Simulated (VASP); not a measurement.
# InGa2N3 in VASP: a series of runs

Runs on InGa2N3. Level: PBE. Tasks: single point.

Everything below comes from runs of VASP 6.6.1. Logs are shortened: lines on timing, memory, paths and dates and some standing lists are left out, and cuts for length are marked.

**1. The cell of the first run**

The structure is orthorhombic, space group Cmc2_1 (No. 36). The conventional cell has a = 10.021 Å, b = 5.780 Å, c = 5.398 Å, α = 90.00°, β = 90.00°, γ = 90.00°. Within 2.9 Å of In (site symmetry m) lie 4 N at 2.18 to 2.19 Å. Within 2.6 Å of Ga (site symmetry 1) lie 4 N at 1.97 to 1.98 Å. Within 2.6 Å of N (site symmetry 1) lie 3 Ga at 1.97 to 1.98 Å and 1 In at 2.18 Å. N (site symmetry m) has 2 Ga at 1.97 Å and 2 In at 2.18 to 2.19 Å within 2.6 Å.

**2. Single point, PBE**

Contents of INCAR:

```
PREC     = Accurate       # precision mode
ENCUT    = 520            # plane-wave cutoff, eV
EDIFF    = 1E-6           # SCF threshold, eV
ISMEAR   = 0              # smearing method
SIGMA    = 0.02           # smearing width, eV
LREAL    = False          # projectors in reciprocal space
LASPH    = True           # aspherical terms in the spheres
NELM     = 60             # most SCF steps
ALGO     = Normal         # electronic algorithm
ISIF     = 2              # what is computed and relaxed
LWAVE    = False          # write WAVECAR
LCHARG   = False          # write CHGCAR
GGA      = PE             # functional
NBANDS   = 66             # bands
```

Contents of KPOINTS:

```
regular mesh
0
Gamma
  6 6 6
```

Contents of POSCAR:

```
InGa2N3
1.0
    5.0104830844     -2.8901996393      0.0000000000
    5.0104830844      2.8901996393      0.0000000000
    0.0000000000      0.0000000000      5.3980600035
In Ga N
2 4 6
Direct
    0.3253743410      0.6746256590      0.4897954397
    0.6746256590      0.3253743410      0.9897954397
    0.0070223933      0.3338071153      0.4925887691
    0.6661928847      0.9929776067      0.4925887691
    0.9929776067      0.6661928847      0.9925887691
    0.3338071153      0.0070223933      0.9925887691
    0.0264035193      0.3337100330      0.8590241523
    0.6662899670      0.9735964807      0.8590241523
    0.9735964807      0.6662899670      0.3590241523
    0.3337100330      0.0264035193      0.3590241523
    0.3077705064      0.6922294936      0.8949796974
    0.6922294936      0.3077705064      0.3949796974
```

Potentials or basis: VASP PAW PBE potentials, release 64 (In_d, Ga_d, N).

Run with:

```
> cat potpaw_PBE.64/In_d/POTCAR potpaw_PBE.64/Ga_d/POTCAR potpaw_PBE.64/N/POTCAR > POTCAR
> mpirun -np 1 vasp_std > vasp.out
```

OUTCAR:

```text
PREC = Accurate
   ENCUT = 520
   EDIFF = 1E-6
   ISMEAR = 0
   LREAL = False
   LASPH = True
   NELM = 60
   ISIF = 2
   GGA = PE

 ion  position               nearest neighbor table
   1  0.325  0.675  0.490-   9 2.18  10 2.18  12 2.18  11 2.19   3 3.30   4 3.30   4 3.30   3 3.30
                             6 3.32   5 3.32   6 3.34   5 3.34   2 3.37   2 3.37   4 3.41   3 3.41
   2  0.675  0.325  0.990-   7 2.18   8 2.18  11 2.18  12 2.19   6 3.30   5 3.30   6 3.30   5 3.30
                             4 3.32   3 3.32   4 3.34   3 3.34   1 3.37   1 3.37   6 3.41   5 3.41
   3  0.007  0.334  0.493-   9 1.97  10 1.97  12 1.97   7 1.98   1 3.30   1 3.30   2 3.32   2 3.34
                             1 3.41
   4  0.666  0.993  0.493-  10 1.97   9 1.97  12 1.97   8 1.98   1 3.30   1 3.30   2 3.32   2 3.34
                             1 3.41
   5  0.993  0.666  0.993-   7 1.97   8 1.97  11 1.97   9 1.98   2 3.30   2 3.30   1 3.32   1 3.34
                             2 3.41
   6  0.334  0.007  0.993-   8 1.97   7 1.97  11 1.97  10 1.98   2 3.30   2 3.30   1 3.32   1 3.34
                             2 3.41
   7  0.026  0.334  0.859-   5 1.97   6 1.97   3 1.98   2 2.18
   8  0.666  0.974  0.859-   6 1.97   5 1.97   4 1.98   2 2.18
   9  0.974  0.666  0.359-   3 1.97   4 1.97   5 1.98   1 2.18
  10  0.334  0.026  0.359-   4 1.97   3 1.97   6 1.98   1 2.18
  11  0.308  0.692  0.895-   5 1.97   6 1.97   2 2.18   1 2.19
  12  0.692  0.308  0.395-   3 1.97   4 1.97   1 2.18   2 2.19

  LATTYP: Found a base centered orthorhombic cell.
 ALAT       =     5.7803992786
 B/A-ratio  =     1.7336114143
 C/A-ratio  =     0.9338559057

  Lattice vectors:

 A1 = (  -5.0104830844,  -2.8901996393,   0.0000000000)
 A2 = (   5.0104830844,  -2.8901996393,   0.0000000000)
 A3 = (   0.0000000000,   0.0000000000,   5.3980600035)

Analysis of symmetry for initial positions (statically):
=====================================================================
 Subroutine PRICEL returns:
 Original cell was already a primitive cell.

 Routine SETGRP: Setting up the symmetry group for a
 base centered orthorhombic supercell.

 Subroutine GETGRP returns: Found  4 space group operations
 (whereof  2 operations were pure point group operations)
 out of a pool of  8 trial point group operations.

The static configuration has the point symmetry C_1h.
 The point group associated with its full space group is C_2v.

Analysis of symmetry for dynamics (positions and initial velocities):
=====================================================================
 Subroutine PRICEL returns:
 Original cell was already a primitive cell.

 Routine SETGRP: Setting up the symmetry group for a
 base centered orthorhombic supercell.

 Subroutine GETGRP returns: Found  4 space group operations
 (whereof  2 operations were pure point group operations)
 out of a pool of  8 trial point group operations.

The dynamic configuration has the point symmetry C_1h.
 The point group associated with its full space group is C_2v.

 Subroutine INISYM returns: Found  4 space group operations
 (whereof  2 operations are pure point group operations),
 and found     1 'primitive' translations

----------------------------------------------------------------------------------------

                                     Primitive cell

  volume of cell :     156.3418

  direct lattice vectors                    reciprocal lattice vectors
     5.010483084 -2.890199639  0.000000000     0.099790777 -0.172998430  0.000000000
     5.010483084  2.890199639  0.000000000     0.099790777  0.172998430  0.000000000
     0.000000000  0.000000000  5.398060004     0.000000000  0.000000000  0.185251738

  length of vectors
     5.784305896  5.784305896  5.398060004     0.199716439  0.199716439  0.185251738

  position of ions in fractional coordinates (direct lattice)
     0.325374341  0.674625659  0.489795440
     0.674625659  0.325374341  0.989795440
     0.007022393  0.333807115  0.492588769
     0.666192885  0.992977607  0.492588769
     0.992977607  0.666192885  0.992588769
     0.333807115  0.007022393  0.992588769
     0.026403519  0.333710033  0.859024152
[... 25 lines left out ...]
Automatic generation of k-mesh.
 Grid dimensions read from file:
 generate k-points for:    6    6    6

 Generating k-lattice:

  Cartesian coordinates                     Fractional coordinates (reciprocal lattice)
     0.016631796 -0.028833072  0.000000000     0.166666667  0.000000000  0.000000000
     0.016631796  0.028833072  0.000000000     0.000000000  0.166666667  0.000000000
     0.000000000  0.000000000  0.030875290     0.000000000  0.000000000  0.166666667

  Length of vectors
     0.033286073  0.033286073  0.030875290

  Shift w.r.t. Gamma in fractional coordinates (k-lattice)
     0.000000000  0.000000000  0.000000000

 Subroutine IBZKPT returns following result:
 ===========================================

 Found     52 irreducible k-points:

 Following reciprocal coordinates:
            Coordinates               Weight
  0.000000  0.000000  0.000000      1.000000
  0.166667  0.000000  0.000000      4.000000
  0.333333  0.000000  0.000000      4.000000
  0.500000  0.000000  0.000000      2.000000
  0.166667  0.166667  0.000000      2.000000
  0.333333  0.166667  0.000000      4.000000
[... 16 lines left out ...]
  0.333333  0.333333  0.166667      4.000000
  0.500000  0.333333  0.166667      8.000000
 [... further k-points ...]
   k-points           NKPTS =     52   k-points in BZ     NKDIM =     52   number of bands    NBANDS=     66
   number of dos      NEDOS =    301   number of ions     NIONS =     12
   total plane-waves  NPLWV =  92160
   dimension x,y,z NGX =    48 NGY =   48 NGZ =   40
   dimension x,y,z NGXF=    96 NGYF=   96 NGZF=   80
   ions per type =               2   4   6
   NGX,Y,Z   is equivalent  to a cutoff of  13.80, 13.80, 12.32 a.u.
   NGXF,Y,Z  is equivalent  to a cutoff of  27.59, 27.59, 24.64 a.u.
 SYSTEM =  unknown system
   PREC   = accura    normal or accurate (medium, high low for compatibility)
   ISTART =      0    job   : 0-new  1-cont  2-samecut
   ICHARG =      2    charge: 1-file 2-atom 10-const
   ISPIN  =      1    spin polarized calculation?
   LNONCOLLINEAR =      F non collinear calculations
   LSORBIT =      F    spin-orbit coupling
   LASPH  =      T    aspherical Exc in radial PAW
   ENCUT  =  520.0 eV  38.22 Ry    6.18 a.u.  10.75 10.75 10.04*2*pi/ulx,y,z
   NELM   =     60;   NELMIN=  2; NELMDL= -5     # of ELM steps
   EDIFF  = 0.1E-05   stopping-criterion for ELM
   LREAL  =      F    real-space projection
   EDIFFG = 0.1E-04   stopping-criterion for IOM
   NSW    =      0    number of steps for IOM
   IBRION =     -1    ionic relax: 0-MD 1-quasi-New 2-CG
   NFREE  =      0    steps in history (QN), initial steepest desc. (CG)
   ISIF   =      2    stress and relaxation
   ISYM   =      2    0-nonsym 1-usesym 2-fastsym
   POTIM  = 0.5000    time-step for ionic-motion
   TEBEG  =    0.0;   TEEND  =   0.0 temperature during run
   PSTRESS=    0.0 pullay stress
   NELECT =     108.0000    total number of electrons
   NUPDOWN=      -1.0000    fix difference up-down
   EMIN   =  10.00;   EMAX   =-10.00  energy-range for DOS
   EFERMI =   0.00;   METHOD = LEGACY
   ISMEAR =     0;   SIGMA  =   0.02  broadening in eV -4-tet -1-fermi 0-gaus
   EFERMI_NEDOS =   21; number of points for ismear=-14 and -15
   IALGO  =     38    algorithm
   IMIX   =      4    mixing-type and parameters
     AMIX     =   0.40;   BMIX     =  1.00
     AMIX_MAG =   1.60;   BMIX_MAG =  1.00
  volume/ion in A,a.u.               =      13.03        87.92
  Fermi-wavevector in a.u.,A,eV,Ry     =   1.447186  2.734785 28.495327  2.094347
  Thomas-Fermi vector in A             =   2.565170
   LORBIT       =      0    0 simple, 1 ext, 2 COOP (PROOUT), +10 PAW based schemes
   GGA     = PE    functional components
   LHFCALC =     F    Hartree Fock is set to
   AEXX    =    0.0000 exact exchange contribution
   IVDW    =     0    specifies the selected vdW correction
   LEPSILON=     F    determine dielectric tensor
   LRPA    =     F    only Hartree local field effects (RPA)
 non-spin polarized calculation
 Gauss-broadening in eV      SIGMA  =   0.02
  energy-cutoff  :      520.00
  volume of cell :      156.34
 maximum number of plane-waves:      4244
 NGX is ok and might be reduce to    48
   NGX = 21   NGY = 21   NGZ = 21

 number of electron     107.9999971 magnetization

 Free energy of the ion-electron system (eV)
  ---------------------------------------------------
  ext. energy  EPLUGINS =         0.00000000
  ---------------------------------------------------
  free energy    TOTEN  =       -69.90966241 eV

  energy without entropy =      -69.90966241  energy(sigma->0) =      -69.90966241

 E-fermi :   5.6750     XC(G=0): -11.2022

 val. band max:        5.5503946177   @ k =   0.0000   0.0000   0.0000
 cond. band min:       6.4258111746   @ k =   0.0000   0.0000   0.0000
 fundamental gap:      0.8754165569
 Fermi energy:         5.6749845660

 k-point     1 :       0.0000    0.0000    0.0000
  band No.  band energies     occupation
      1      -9.7228      2.00000
      2      -9.3030      2.00000
      3      -9.1836      2.00000
      4      -9.1780      2.00000
      5      -9.1475      2.00000
      6      -9.1313      2.00000
[... 1645 lines left out ...]
     65      13.0280      0.00000
     66      13.5542      0.00000

 [... further k-points ...]

------------------------ aborting loop because EDIFF is reached ----------------------------------------

  FORCE on cell =-STRESS in cart. coord.  units (eV):
  Direction    XX          YY          ZZ          XY          YZ          ZX
  --------------------------------------------------------------------------------------
  -------------------------------------------------------------------------------------
  Total        0.1205497      0.1296943      0.1605199      0.0000000      0.0000000      0.0000000
  in kB        1.2353831      1.3290959      1.6449939      0.0000000      0.0000000      0.0000000
  external PRESSURE =       1.4031576 kB  Pullay stress =       0.0000000 kB

 VOLUME and BASIS-vectors are now :
 -----------------------------------------------------------------------------
  energy-cutoff  :      520.00
  volume of cell :      156.34
      direct lattice vectors                 reciprocal lattice vectors
     5.010483084 -2.890199639  0.000000000     0.099790777 -0.172998430  0.000000000
     5.010483084  2.890199639  0.000000000     0.099790777  0.172998430  0.000000000
     0.000000000  0.000000000  5.398060004     0.000000000  0.000000000  0.185251738

 POSITION                                       TOTAL-FORCE (eV/Angst)
 -----------------------------------------------------------------------------------
      5.01048      1.00941      2.64395        -0.000000      0.000015      0.000289
      5.01048     -1.00941      5.34298        -0.000000     -0.000015      0.000289
      1.70772      0.94447      2.65902        -0.000449      0.000268     -0.001568
      8.31325      0.94447      2.65902         0.000449      0.000268     -0.001568
      8.31325     -0.94447      5.35805         0.000449     -0.000268     -0.001568
      1.70772     -0.94447      5.35805        -0.000449     -0.000268     -0.001568
      1.80434      0.88818      4.63706         0.005524     -0.002918     -0.001875
      8.21662      0.88818      4.63706        -0.005524     -0.002918     -0.001875
      8.21662     -0.88818      1.93803        -0.005524      0.002918     -0.001875
      1.80434     -0.88818      1.93803         0.005524      0.002918     -0.001875
      5.01048      1.11116      4.83115        -0.000000      0.007091      0.006596
      5.01048     -1.11116      2.13212        -0.000000     -0.007091      0.006596
 -----------------------------------------------------------------------------------
    total drift:                                0.000001     -0.000000     -0.003354

  FREE ENERGIE OF THE ION-ELECTRON SYSTEM (eV)
  ---------------------------------------------------
  free  energy   TOTEN  =       -69.9096624061 eV

  energy  without entropy=      -69.9096624061  energy(sigma->0) =      -69.90966241
```

Wall time 7.8 min (1 thread of Intel Xeon Platinum 8559C (Emerald Rapids), shared host); peak memory 0.57 GiB.

What came out:

| Property | Result |
| --- | --- |
| Free energy | -69.9097 eV |
| Pressure | 0.1 GPa |
| Largest force | 0.010 eV/Å |
| Band gap on the k mesh | 0.88 eV |

Forces in eV/Å, atoms in the order of the input:
```
In   0.000  0.000  0.000
In   0.000  0.000  0.000
Ga   0.000  0.000 -0.002
Ga   0.000  0.000 -0.002
Ga   0.000  0.000 -0.002
Ga   0.000  0.000 -0.002
N    0.006 -0.003 -0.002
N   -0.006 -0.003 -0.002
N   -0.006  0.003 -0.002
N    0.006  0.003 -0.002
N    0.000  0.007  0.007
N    0.000 -0.007  0.007
```

Levels at points of the mesh, in eV from the valence-band top:
```
           k point  band 50  band 51  band 52  band 53  band 54  band 55  band 56  band 57  band 58  band 59
(0.00, 0.00, 0.00)    -0.90    -0.89    -0.04     0.00     0.00     0.88     3.41     5.19     5.22     6.19
(0.50, 0.00, 0.00)    -1.02    -0.87    -0.81    -0.78    -0.73     3.60     3.87     4.89     4.99     5.72
(0.50, 0.50, 0.00)    -1.07    -0.97    -0.77    -0.75    -0.64     3.51     4.14     4.31     5.10     5.71
(0.00, 0.00, 0.50)    -0.96    -0.47    -0.47    -0.46    -0.46     3.27     3.27     5.66     5.66     5.96
(0.50, 0.00, 0.50)    -1.67    -1.38    -1.38    -1.13    -1.13     3.88     3.88     4.76     4.76     5.07
(0.50, 0.50, 0.50)    -1.68    -1.36    -1.36    -1.22    -1.22     3.99     3.99     4.66     4.66     5.08
```

Caveat: spin-orbit coupling is left out, which moves the levels of the heavy elements.

**3. Single point, PBE**

Contents of INCAR:

```
PREC = Accurate
ENCUT = 520
EDIFF = 1E-6
ISMEAR = 0
SIGMA = 0.1
LREAL = False
LASPH = True
NELM = 100
ALGO = Normal
ISIF = 2
LWAVE = False
LCHARG = True
GGA = PE
LELF = True
LVHAR = True
NBANDS = 66
```

Contents of KPOINTS:

```
Automatic mesh
0
Gamma
  4 4 4
```

Contents of POSCAR:

```
InGa2N3
1.0
   -0.0000424679     -0.0005633393     -5.3984605963
   -0.0007929297      5.7769297821      0.0005994894
    5.0095374453     -2.8891527890     -0.0002605548
In Ga N
2 4 6
Direct
    0.5101135227      0.6746479939     -0.0000121362
    0.0101102186      0.3253312675      0.0000171054
    0.5073863981      0.3337992826      0.3408229087
    0.5073939619      0.9929866820      0.6591609249
    0.0073974297      0.6661815192      0.6591709583
    0.0073878708      0.0070087436      0.3408370890
    0.1410104679      0.3337083179      0.3600315387
    0.1410089784      0.9736542447      0.6399077838
    0.6410139438      0.6663106838      0.6399714587
    0.6410074365      0.0263595154      0.3600881890
    0.1050821464      0.6921936320     -0.0000284257
    0.6050856653      0.3078181176      0.0000326053
```

Potentials or basis: VASP PAW PBE potentials, release 64 (In_d, Ga_d, N).

Run with:

```
> cat potpaw_PBE.64/In_d/POTCAR potpaw_PBE.64/Ga_d/POTCAR potpaw_PBE.64/N/POTCAR > POTCAR
> mpirun -np 1 vasp_std > vasp.out
```

Wall time 17 min (1 thread of Intel Xeon 8259CL, shared host); peak memory 0.47 GiB.

The run converged. Its results:

- Free energy: -69.9045 eV
- Pressure: 0.2 GPa
- Largest force: 0.015 eV/Å
- Band gap on the k mesh: 0.88 eV

Forces on the atoms (eV/Å):
```
In  -0.001 -0.001 -0.001
In   0.000  0.001 -0.001
Ga  -0.001  0.002 -0.001
Ga   0.002  0.001  0.000
Ga   0.002 -0.002  0.000
Ga  -0.001 -0.002 -0.001
N    0.009 -0.003 -0.004
N   -0.008 -0.003 -0.004
N   -0.009  0.003 -0.004
N    0.009  0.004 -0.004
N    0.000  0.010  0.010
N    0.000 -0.011  0.010
```

Stress tensor (GPa, compression positive):
```
 0.23  0.02  0.00
 0.02  0.30 -0.02
 0.00 -0.02  0.17
```

Levels at points of the mesh, in eV from the valence-band top:
```tsv
k point	band 52	band 53	band 54	band 55	band 56	band 57
(0.00, 0.00, 0.00)	-0.04	0.00	0.00	0.88	3.42	5.18
(0.50, 0.00, 0.00)	-0.47	-0.46	-0.46	3.27	3.27	5.65
(0.00, 0.50, 0.00)	-0.81	-0.78	-0.73	3.61	3.87	4.90
(0.50, 0.50, 0.00)	-1.38	-1.14	-1.14	3.88	3.88	4.76
(0.00, 0.00, 0.50)	-0.77	-0.75	-0.64	3.51	4.14	4.31
(0.50, 0.00, 0.50)	-1.36	-1.22	-1.22	3.98	3.99	4.66
(0.00, 0.50, 0.50)	-0.81	-0.78	-0.73	3.61	3.87	4.89
(0.50, 0.50, 0.50)	-1.38	-1.14	-1.14	3.88	3.88	4.76
```

Caveat: spin-orbit coupling is left out, which moves the levels of the heavy elements.

**4. Single point, PBE**

Contents of INCAR:

```
SYSTEM = InGa2N3
  PREC = Accurate
  ENCUT = 520
  EDIFF = 1E-6
  ISMEAR = 0
  SIGMA = 0.02
  LREAL = .FALSE.
  LASPH = .TRUE.
  NELM = 80
  ALGO = Normal
  ISIF = 2
  LWAVE = .FALSE.
  LCHARG = .FALSE.
  GGA = PE
  NBANDS = 66
```

Contents of KPOINTS:

```
Automatic mesh
0
G
  6 6 6
  0 0 0
```

Contents of POSCAR:

```
InGa2N3
1.0
    5.0104830844     -2.8901996393      0.0000000000
    5.0104830844      2.8901996393      0.0000000000
    0.0000000000      0.0000000000      5.3980600035
In Ga N
2 4 6
Direct
    0.3253743410      0.6746256590      0.4897954397
    0.6746256590      0.3253743410      0.9897954397
    0.0070223933      0.3338071153      0.4925887691
    0.6661928847      0.9929776067      0.4925887691
    0.9929776067      0.6661928847      0.9925887691
    0.3338071153      0.0070223933      0.9925887691
    0.0264035193      0.3337100330      0.8590241523
    0.6662899670      0.9735964807      0.8590241523
    0.9735964807      0.6662899670      0.3590241523
    0.3337100330      0.0264035193      0.3590241523
    0.3077705064      0.6922294936      0.8949796974
    0.6922294936      0.3077705064      0.3949796974
```

Run with:

```
> cat potpaw_PBE.64/In_d/POTCAR potpaw_PBE.64/Ga_d/POTCAR potpaw_PBE.64/N/POTCAR > POTCAR
> mpirun -np 1 vasp_std > vasp.out
```

Run time: 15 min. Hardware: 1 thread of Intel Xeon 8259CL, shared host; peak memory 0.58 GiB.

Results (log left out):

* Free energy: -69.9097 eV
* Pressure: 0.1 GPa
* Largest force: 0.010 eV/Å
* Band gap on the k mesh: 0.88 eV

Forces in eV/Å, atoms in the order of the input:
```
In   0.000  0.000  0.000
In   0.000  0.000  0.000
Ga   0.000  0.000 -0.002
Ga   0.000  0.000 -0.002
Ga   0.000  0.000 -0.002
Ga   0.000  0.000 -0.002
N    0.006 -0.003 -0.002
N   -0.006 -0.003 -0.002
N   -0.006  0.003 -0.002
N    0.006  0.003 -0.002
N    0.000  0.007  0.007
N    0.000 -0.007  0.007
```

Levels at points of the mesh, in eV from the valence-band top:
```tsv
k point	band 50	band 51	band 52	band 53	band 54	band 55	band 56	band 57	band 58	band 59
(0.00, 0.00, 0.00)	-0.90	-0.89	-0.04	0.00	0.00	0.88	3.41	5.19	5.22	6.19
(0.50, 0.00, 0.00)	-1.02	-0.87	-0.81	-0.78	-0.73	3.60	3.87	4.89	4.99	5.72
(0.50, 0.50, 0.00)	-1.07	-0.97	-0.77	-0.75	-0.64	3.51	4.14	4.31	5.10	5.71
(0.00, 0.00, 0.50)	-0.96	-0.47	-0.47	-0.46	-0.46	3.27	3.27	5.66	5.66	5.96
(0.50, 0.00, 0.50)	-1.67	-1.38	-1.38	-1.13	-1.13	3.88	3.88	4.76	4.76	5.07
(0.50, 0.50, 0.50)	-1.68	-1.36	-1.36	-1.22	-1.22	3.99	3.99	4.66	4.66	5.08
```

Caveat: spin-orbit coupling is left out, which moves the levels of the heavy elements.
